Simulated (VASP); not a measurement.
# In3As (Pm-3m) in VASP: notebook, part 3 of 3

VASP 6.6.1. Earlier steps stand in the parts before.

## Step 4: Relaxation of cell and atoms, PBE, target pressure 5 GPa, at which the enthalpy is minimised

The input, INCAR:

```
SYSTEM = In3As
  ALGO = Normal
  EDIFF = 1E-7
  EDIFFG = -0.01
  ENCUT = 600
  GGA = PE
  IBRION = 2
  ISIF = 3
  ISMEAR = -1
  LASPH = .True.
  LCHARG = .False.
  LREAL = .False.
  LWAVE = .False.
  NELM = 60
  NSW = 60
  PREC = Accurate
  PSTRESS = 50.0
  SIGMA = 0.05
```

The input, KPOINTS:

```
k-points
0
Gamma
  6 6 6
  0 0 0
```

The input, POSCAR:

```
In3As
1.0
    4.6716810000      0.0000000000      0.0000000000
    0.0000000000      4.6716810000      0.0000000000
    0.0000000000      0.0000000000      4.6716810000
In As
3 1
Direct
    0.5000000000      0.5000000000      0.0000000000
    0.5000000000      0.0000000000      0.5000000000
    0.0000000000      0.5000000000      0.5000000000
    0.0000000000      0.0000000000      0.0000000000
```

Potentials or basis: VASP PAW PBE potentials, release 64 (In_d, As).

On the command line:

```sh
cat potpaw_PBE.64/In_d/POTCAR potpaw_PBE.64/As/POTCAR > POTCAR
mpirun -np 1 vasp_std > vasp.out
```

OUTCAR:

```text
SYSTEM = In3As
   EDIFF = 1E-7
   EDIFFG = -0.01
   ENCUT = 600
   GGA = PE
   IBRION = 2
   ISIF = 3
   ISMEAR = -1
   LASPH = .True.
   LREAL = .False.
   NELM = 60
   NSW = 60
   PREC = Accurate
   PSTRESS = 50.0

 ion  position               nearest neighbor table
   1  0.500  0.500  0.000-   2 3.30   3 3.30   4 3.30   2 3.30   3 3.30   2 3.30   4 3.30   2 3.30
                             3 3.30   4 3.30   3 3.30   4 3.30
   2  0.500  0.000  0.500-   1 3.30   3 3.30   4 3.30   1 3.30   4 3.30   1 3.30   3 3.30   1 3.30
                             3 3.30   4 3.30   4 3.30   3 3.30
   3  0.000  0.500  0.500-   1 3.30   2 3.30   4 3.30   1 3.30   4 3.30   2 3.30   4 3.30   4 3.30
                             1 3.30   2 3.30   1 3.30   2 3.30
   4  0.000  0.000  0.000-   1 3.30   2 3.30   3 3.30   2 3.30   3 3.30   1 3.30   3 3.30   3 3.30
                             1 3.30   2 3.30   2 3.30   1 3.30

  LATTYP: Found a simple cubic cell.
 ALAT       =     4.6716810000

  Lattice vectors:

 A1 = (   4.6716810000,   0.0000000000,   0.0000000000)
 A2 = (   0.0000000000,   4.6716810000,   0.0000000000)
 A3 = (   0.0000000000,   0.0000000000,   4.6716810000)

Analysis of symmetry for initial positions (statically):
=====================================================================
 Subroutine PRICEL returns:
 Original cell was already a primitive cell.

 Routine SETGRP: Setting up the symmetry group for a
 simple cubic supercell.

 Subroutine GETGRP returns: Found 48 space group operations
 (whereof 48 operations were pure point group operations)
 out of a pool of 48 trial point group operations.

The static configuration has the point symmetry O_h .

Analysis of symmetry for dynamics (positions and initial velocities):
=====================================================================
 Subroutine PRICEL returns:
 Original cell was already a primitive cell.

 Routine SETGRP: Setting up the symmetry group for a
 simple cubic supercell.

 Subroutine GETGRP returns: Found 48 space group operations
 (whereof 48 operations were pure point group operations)
 out of a pool of 48 trial point group operations.

The dynamic configuration has the point symmetry O_h .

 Subroutine INISYM returns: Found 48 space group operations
 (whereof 48 operations are pure point group operations),
 and found     1 'primitive' translations

----------------------------------------------------------------------------------------

                                     Primitive cell

  volume of cell :     101.9576

  direct lattice vectors                    reciprocal lattice vectors
     4.671681000  0.000000000  0.000000000     0.214055711  0.000000000  0.000000000
     0.000000000  4.671681000  0.000000000     0.000000000  0.214055711  0.000000000
     0.000000000  0.000000000  4.671681000     0.000000000  0.000000000  0.214055711

  length of vectors
     4.671681000  4.671681000  4.671681000     0.214055711  0.214055711  0.214055711

  position of ions in fractional coordinates (direct lattice)
     0.500000000  0.500000000  0.000000000
     0.500000000  0.000000000  0.500000000
     0.000000000  0.500000000  0.500000000
     0.000000000  0.000000000  0.000000000

  ion indices of the primitive-cell ions
   primitive index   ion index
                 1           1
                 2           2
                 3           3
                 4           4

----------------------------------------------------------------------------------------

 KPOINTS: k-points

Automatic generation of k-mesh.
 Grid dimensions read from file:
 generate k-points for:    6    6    6

 Generating k-lattice:

  Cartesian coordinates                     Fractional coordinates (reciprocal lattice)
     0.035675952  0.000000000  0.000000000     0.166666667  0.000000000  0.000000000
     0.000000000  0.035675952  0.000000000     0.000000000  0.166666667  0.000000000
     0.000000000  0.000000000  0.035675952     0.000000000  0.000000000  0.166666667

  Length of vectors
     0.035675952  0.035675952  0.035675952

  Shift w.r.t. Gamma in fractional coordinates (k-lattice)
     0.000000000  0.000000000  0.000000000

 Subroutine IBZKPT returns following result:
 ===========================================

 Found     20 irreducible k-points:

 Following reciprocal coordinates:
            Coordinates               Weight
  0.000000  0.000000  0.000000      1.000000
  0.166667  0.000000  0.000000      6.000000
  0.333333  0.000000  0.000000      6.000000
  0.500000  0.000000  0.000000      3.000000
  0.166667  0.166667  0.000000     12.000000
  0.333333  0.166667  0.000000     24.000000
[... 12 lines left out ...]
  0.500000  0.500000  0.333333      6.000000
  0.500000  0.500000  0.500000      1.000000
   k-points           NKPTS =     20   k-points in BZ     NKDIM =     20   number of bands    NBANDS=     26
   number of dos      NEDOS =    301   number of ions     NIONS =      4
   total plane-waves  NPLWV =  64000
   dimension x,y,z NGX =    40 NGY =   40 NGZ =   40
   dimension x,y,z NGXF=    80 NGYF=   80 NGZF=   80
   ions per type =               3   1
   NGX,Y,Z   is equivalent  to a cutoff of  14.23, 14.23, 14.23 a.u.
   NGXF,Y,Z  is equivalent  to a cutoff of  28.47, 28.47, 28.47 a.u.
 SYSTEM =  In3As
   PREC   = accura    normal or accurate (medium, high low for compatibility)
   ISTART =      0    job   : 0-new  1-cont  2-samecut
   ICHARG =      2    charge: 1-file 2-atom 10-const
   ISPIN  =      1    spin polarized calculation?
   LNONCOLLINEAR =      F non collinear calculations
   LSORBIT =      F    spin-orbit coupling
   LASPH  =      T    aspherical Exc in radial PAW
   ENCUT  =  600.0 eV  44.10 Ry    6.64 a.u.   9.33  9.33  9.33*2*pi/ulx,y,z
   NELM   =     60;   NELMIN=  2; NELMDL= -5     # of ELM steps
   EDIFF  = 0.1E-06   stopping-criterion for ELM
   LREAL  =      F    real-space projection
   EDIFFG = -.1E-01   stopping-criterion for IOM
   NSW    =     60    number of steps for IOM
   IBRION =      2    ionic relax: 0-MD 1-quasi-New 2-CG
   NFREE  =      1    steps in history (QN), initial steepest desc. (CG)
   ISIF   =      3    stress and relaxation
   ISYM   =      2    0-nonsym 1-usesym 2-fastsym
   POTIM  = 0.5000    time-step for ionic-motion
   TEBEG  =    0.0;   TEEND  =   0.0 temperature during run
   PSTRESS=   50.0 pullay stress
   NELECT =      44.0000    total number of electrons
   NUPDOWN=      -1.0000    fix difference up-down
   EMIN   =  10.00;   EMAX   =-10.00  energy-range for DOS
   EFERMI =   0.00;   METHOD = LEGACY
   ISMEAR =    -1;   SIGMA  =   0.05  broadening in eV -4-tet -1-fermi 0-gaus
   EFERMI_NEDOS =   21; number of points for ismear=-14 and -15
   IALGO  =     38    algorithm
   IMIX   =      4    mixing-type and parameters
     AMIX     =   0.40;   BMIX     =  1.00
     AMIX_MAG =   1.60;   BMIX_MAG =  1.00
  volume/ion in A,a.u.               =      25.49       172.01
  Fermi-wavevector in a.u.,A,eV,Ry     =   1.237141  2.337858 20.823961  1.530518
  Thomas-Fermi vector in A             =   2.371720
   LORBIT       =      0    0 simple, 1 ext, 2 COOP (PROOUT), +10 PAW based schemes
   GGA     = PE    functional components
   LHFCALC =     F    Hartree Fock is set to
   AEXX    =    0.0000 exact exchange contribution
   IVDW    =     0    specifies the selected vdW correction
   LEPSILON=     F    determine dielectric tensor
   LRPA    =     F    only Hartree local field effects (RPA)
 conjugate gradient relaxation of ions
 non-spin polarized calculation
  energy-cutoff  :      600.00
  volume of cell :      101.96
 maximum number of plane-waves:      3448
 NGX is ok and might be reduce to    40
   NGX = 19   NGY = 19   NGZ = 19

--------------------------------------- Ionic step        1  -------------------------------------------

 number of electron      44.0000015 magnetization

 Free energy of the ion-electron system (eV)
  ---------------------------------------------------
  ext. energy  EPLUGINS =         0.00000000
  ---------------------------------------------------
  free energy    TOTEN  =       -12.05362199 eV

  energy without entropy =      -12.03827901  energy(sigma->0) =      -12.04595050

------------------------ aborting loop because EDIFF is reached ----------------------------------------

  FORCE on cell =-STRESS in cart. coord.  units (eV):
  Direction    XX          YY          ZZ          XY          YZ          ZX
  --------------------------------------------------------------------------------------
  -------------------------------------------------------------------------------------
  Total        0.3938212      0.3938212      0.3938212     -0.0000000     -0.0000000     -0.0000000
  in kB        6.1885677      6.1885677      6.1885677     -0.0000000     -0.0000000     -0.0000000
  external PRESSURE =     -43.8114323 kB  Pullay stress =      50.0000000 kB
[... 65 lines left out ...]
  enthalpy is  TOTEN    =        -8.9836643688 eV   P V=        2.8715439342

--------------------------------------- Ionic step        3  -------------------------------------------

 number of electron      43.9999990 magnetization

 Free energy of the ion-electron system (eV)
  ---------------------------------------------------
  ext. energy  EPLUGINS =         0.00000000
  ---------------------------------------------------
  free energy    TOTEN  =       -11.91923353 eV

  energy without entropy =      -11.90116876  energy(sigma->0) =      -11.91020114

 E-fermi :   7.5884     XC(G=0): -10.5339

 val. band max:        7.5561616583   @ k =   0.5000   0.0000   0.0000
 cond. band min:       7.6135277667   @ k =   0.3333   0.3333   0.3333
 fundamental gap:      0.0573661084
 Fermi energy:         7.5883667693

 k-point     1 :       0.0000    0.0000    0.0000
  band No.  band energies     occupation
      1      -7.2590      2.00000
      2      -7.2286      2.00000
      3      -7.2286      2.00000
      4      -7.2286      2.00000
      5      -7.0257      2.00000
      6      -7.0257      2.00000
[... 600 lines left out ...]
  FREE ENERGIE OF THE ION-ELECTRON SYSTEM (eV)
  ---------------------------------------------------
  free  energy   TOTEN  =       -11.9192335270 eV

  energy  without entropy=      -11.9011687596  energy(sigma->0) =      -11.91020114

  enthalpy is  TOTEN    =        -8.9909531865 eV   P V=        2.9282803405

 reached required accuracy - stopping structural energy minimisation
```

OSZICAR:

```text
N       E                     dE             d eps       ncg     rms          rms(c)
DAV:   1     0.389609681082E+03    0.38961E+03   -0.23613E+04  1040   0.240E+03
DAV:   2     0.231386666304E+02   -0.36647E+03   -0.36342E+03  1040   0.493E+02
DAV:   3    -0.109479430091E+02   -0.34087E+02   -0.33409E+02  1340   0.171E+02
[... 33 lines left out ...]
DAV:   7    -0.119192329488E+02    0.79788E-06   -0.94318E-06  1382   0.214E-02    0.310E-03
DAV:   8    -0.119192337920E+02   -0.84318E-06   -0.16570E-06  1170   0.935E-03    0.102E-03
DAV:   9    -0.119192336278E+02    0.16419E-06   -0.13095E-07   612   0.435E-03    0.554E-04
DAV:  10    -0.119192335135E+02    0.11430E-06   -0.26518E-08   540   0.200E-03    0.314E-04
DAV:  11    -0.119192335270E+02   -0.13514E-07   -0.11265E-08   538   0.144E-03
   3 F= -.89909532E+01 E0= -.89819208E+01  d E =-.119176E+00
```

Wall time 3.6 min (1 thread of AMD EPYC 7R43 (Zen 3), shared host); peak memory 0.24 GiB.

What came out:

```yaml
Free_energy: -11.9192 eV
Relaxed_volume: 23.46 Å³/atom
Relaxed_cell: a = 4.544 Å, b = 4.544 Å, c = 4.544 Å, α = 90.00°, β = 90.00°, γ = 90.00°
Space_group_after_relaxing_to_0.05_Å: Pm-3m (No. 221)
Energy_change_on_relaxing_the_enthalpy_is_what_falls: +33.6 meV/atom
Ionic_steps: 3
Pressure_after_relaxing: 5.0 GPa
Band_gap_on_the_k_mesh: zero (band 22 reaches 8.24 eV, above the bottom of band 23 at 3.85 eV)
```

Step by step:
| step | energy change (eV) | largest force (eV/Å) | pressure (GPa) | volume (Å³) |
| --- | --- | --- | --- | --- |
| 1 | 0.0000 | 0.0000 | 0.62 | 101.96 |
| 2 | 0.1984 | 0.0000 | 6.30 | 92.01 |
| 3 | 0.1344 | 0.0000 | 5.02 | 93.83 |

Final structure:
```yaml
crystal:
  lattice:
    - [4.54413, 0.00000, 0.00000]
    - [0.00000, 4.54413, 0.00000]
    - [0.00000, 0.00000, 4.54413]
  atoms:
    - { symbol: In, position: [0.50000, 0.50000, 0.00000] }
    - { symbol: In, position: [0.50000, 0.00000, 0.50000] }
    - { symbol: In, position: [0.00000, 0.50000, 0.50000] }
    - { symbol: As, position: [0.00000, 0.00000, 0.00000] }
```

Caveat: the cell is relaxed towards a set pressure, so the enthalpy falls and the energy may rise; spin-orbit coupling is left out, which moves the levels of the heavy elements.

## Step 5: Relaxation of cell and atoms, PBE, target pressure 10 GPa, at which the enthalpy is minimised

The input, INCAR:

```
PREC = Accurate ; ENCUT = 600
EDIFF = 1E-6 ; ISMEAR = -1
SIGMA = 0.05 ; LREAL = False
LASPH = True ; NELM = 100
ALGO = Normal ; ISIF = 3
LWAVE = False ; LCHARG = False
GGA = PE ; IBRION = 2
NSW = 60 ; EDIFFG = -0.01
PSTRESS = 100.0
```

The input, KPOINTS:

```
Automatic mesh
0
Gamma
  6 6 6
```

POSCAR is that of step 4.

On the command line:

```sh
cat potpaw_PBE.64/In_d/POTCAR potpaw_PBE.64/As/POTCAR > POTCAR
mpirun -np 1 vasp_std > vasp.out
```

Run time: 5 min. Hardware: 1 thread of AMD EPYC 7R43 (Zen 3), shared host; peak memory 0.25 GiB.

The run converged. Its results:

```
Free energy                                            : -11.6308 eV
Relaxed volume                                         : 21.89 Å³/atom
Relaxed cell                                           : a = 4.440 Å, b = 4.440 Å, c = 4.440 Å, α = 90.00°, β = 90.00°, γ = 90.00°
Space group after relaxing (to 0.05 Å)                 : Pm-3m (No. 221)
Energy change on relaxing (the enthalpy is what falls) : +105.7 meV/atom
Ionic steps                                            : 6
Pressure after relaxing                                : 10.0 GPa
Band gap on the k mesh                                 : zero (band 22 reaches 9.25 eV, above the bottom of band 23 at 4.39 eV)
```

The path:
```
step  energy change (eV)  largest force (eV/Å)  pressure (GPa)  volume (Å³)
   1              0.0000                0.0000            0.61       101.96
   2              0.9323                0.0000           17.33        81.46
   3              0.4149                0.0000            9.86        87.68
   4              0.4318                0.0000           10.14        87.41
   5              0.4179                0.0000            9.92        87.63
   6              0.4228                0.0000           10.00        87.55
```

Final structure:
```xyz
4
Lattice="4.4404 0.0000 0.0000 0.0000 4.4404 0.0000 0.0000 0.0000 4.4404" Properties=species:S:1:pos:R:3 pbc="T T T"
In    2.2202    2.2202    0.0000
In    2.2202    0.0000    2.2202
In    0.0000    2.2202    2.2202
As    0.0000    0.0000    0.0000
```

Levels at points of the mesh, in eV from the Fermi level:
| k point | band 18 | band 19 | band 20 | band 21 | band 22 | band 23 | band 24 | band 25 | band 26 |
| --- | --- | --- | --- | --- | --- | --- | --- | --- | --- |
| (0.00, 0.00, 0.00) | -3.57 | -3.57 | -3.57 | -1.70 | -1.70 | 2.19 | 2.19 | 2.19 | 4.89 |
| (0.50, 0.00, 0.00) | -4.36 | -2.03 | -2.03 | -0.71 | -0.34 | -0.34 | -0.12 | 1.20 | 5.21 |
| (0.50, 0.50, 0.00) | -6.66 | -6.53 | -1.03 | -0.52 | 0.71 | 0.71 | 1.86 | 1.86 | 2.08 |
| (0.50, 0.50, 0.50) | -4.85 | -4.85 | -4.39 | -4.39 | -4.39 | -4.11 | 5.38 | 5.38 | 5.38 |

Caveat: the cell is relaxed towards a set pressure, so the enthalpy falls and the energy may rise; spin-orbit coupling is left out, which moves the levels of the heavy elements.

## Step 6: Overview

| cell | gap on the mesh (eV) | pressure (GPa) |
| --- | --- | --- |
| relaxed | none | 0.0 |
| relaxed to 2 GPa | none | 1.9 |
| relaxed to 5 GPa | none | 5.0 |
| relaxed to 10 GPa | none | 10.0 |

Alike in all rows: task relaxation of cell and atoms; level PBE; potentials or basis VASP PAW PBE potentials, release 64 (In_d, As); no spin polarisation; k mesh 6 × 6 × 6; cutoff (eV) 600; smearing fermi-dirac 0.05 eV.

Caveats: spin-orbit coupling is left out, which moves the levels of the heavy elements; the cell is relaxed towards a set pressure, so the enthalpy falls and the energy may rise (some runs).

Total energies depend on the potentials used, so only differences within one code and one set of settings carry meaning.
